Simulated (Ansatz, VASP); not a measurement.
ZnCu: VASP beside Ansatz

The input INCAR:

```
SYSTEM = ZnCu
ALGO     = Fast           ! electronic algorithm
EDIFF    = 1E-6           ! SCF threshold, eV
ENCUT    = 520            ! plane-wave cutoff, eV
GGA      = CA             ! functional
ISIF     = 2              ! what is computed and relaxed
ISMEAR   = 0              ! smearing method
LASPH    = .TRUE.         ! aspherical terms in the spheres
LCHARG   = .TRUE.         ! write CHGCAR
LELF     = .TRUE.         ! ELF
LREAL    = .FALSE.        ! projectors in reciprocal space
LVHAR    = .TRUE.       
LWAVE    = .FALSE.        ! write WAVECAR
NBANDS   = 18             ! bands
NELM     = 80             ! most SCF steps
PREC     = Accurate       ! precision mode
SIGMA    = 0.05           ! smearing width, eV
```

KPOINTS

```
k-points
0
G
  14 14 8
  0 0 0
```

POSCAR

```
ZnCu
1.0
    1.4880390000     -2.1212790000      0.0000000000
    1.4880390000      2.1212790000      0.0000000000
    0.0000000000      0.0000000000      4.1407460000
Zn Cu
1 1
Direct
    0.5000000000      0.5000000000      0.5000000000
    0.0000000000      0.0000000000      0.0000000000
```

Input for Ansatz:

```yaml
crystal:
  lattice:
    - [1.488039, -2.121279, 0.0]
    - [1.488039, 2.121279, 0.0]
    - [0.0, 0.0, 4.140746]
  atoms:
    - { symbol: Zn, position: [0.5, 0.5, 0.5] }
    - { symbol: Cu, position: [0.0, 0.0, 0.0] }
basis:
  ecutwfc: 420
  fft_grid_basis: typed
kpoints:
  mp_grid: { grid: [14, 14, 8] }
hamiltonian:
  xc: lda
scf:
  occupations: { method: gaussian, width: 0.05 }
output:
  forces: true
  stress: true
  eigenvalues: true
  bader: true
  write_density: true
  volumetric_format: npy
```

Alike in both runs: task single point; functional LDA; k mesh 14 × 14 × 8; occupations gaussian, width 0.05 eV; no spin polarisation.

```csv
,VASP,Ansatz
version,VASP 6.6.1,Ansatz 0.2.0
potentials or method,"VASP PAW LDA potentials, release 64 (Zn, Cu), cutoff 520 eV","scalar-relativistic, plane waves, PAW"
valence electrons in the cell,23,31
```

|  | VASP | Ansatz | Ansatz less VASP |
| --- | --- | --- | --- |
| gap on the k mesh at the Fermi level (eV) | none | none | - |
| pressure (GPa) | -11.1 | -11.5 | -0.41 |
| traceless stress, the component that is largest in VASP (GPa) | -1.21 | -1.30 | -0.091 |

LDA's correlation is that of Perdew and Zunger in VASP and of Perdew and Wang (1992) in Ansatz. A gap of «none» marks a metal or a gap that the smearing closes. VASP's potentials hold 23 valence electrons a cell and Ansatz's 31, so a difference there can come from the potentials and not from the codes.
